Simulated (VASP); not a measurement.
Write the native input for VASP 6.6.1 that does the following.

```
Task                   : single point
Functional             : PBE
Potentials or basis    : VASP PAW PBE potentials, release 64 (Au)
Cutoff                 : 520 eV
k mesh                 : 12 × 12 × 12
Occupations            : fermi-dirac, width 0.05 eV
Spin                   : no spin polarisation
Dipole correction      : no
Further INCAR settings : ALGO = Normal; EDIFF = 1e-06; NBANDS = 18
```

The structure of Au lies in POSCAR:

```
Au
1.0
    0.0000000000      3.0814704409      3.0814704409
    3.0814704409      0.0000000000      3.0814704409
    3.0814704409      3.0814704409      0.0000000000
Au
2
Direct
   -0.1250000000     -0.1250000000     -0.1250000000
    0.1250000000      0.1250000000      0.1250000000
```

These files were run (other wordings do the same):

INCAR

```
ALGO = Normal ; EDIFF = 1E-6
ENCUT = 520 ; GGA = PE
ISIF = 2 ; ISMEAR = -1
LASPH = True ; LCHARG = True
LELF = True ; LREAL = False
LVHAR = True ; LWAVE = False
NBANDS = 18 ; NELM = 80
PREC = Accurate ; SIGMA = 0.05
```

KPOINTS

```
k-points
0
Gamma
  12 12 12
```

Potentials or basis: VASP PAW PBE potentials, release 64 (Au).

Run with:

```sh
$ cat potpaw_PBE.64/Au/POTCAR > POTCAR
$ mpirun -np 1 vasp_std > vasp.out
```

It gave:

| Quantity | Value |
| --- | --- |
| Pressure | -0.1 GPa |
| Band gap on the k mesh | zero (band 11 reaches 3.02 eV, above the bottom of band 12 at 2.38 eV) |

Caveat: spin-orbit coupling is left out, which moves the levels of the heavy elements.

Wall time 23 s on 1 thread of Intel Xeon 6975P-C, on a shared host, peak memory 0.21 GiB.
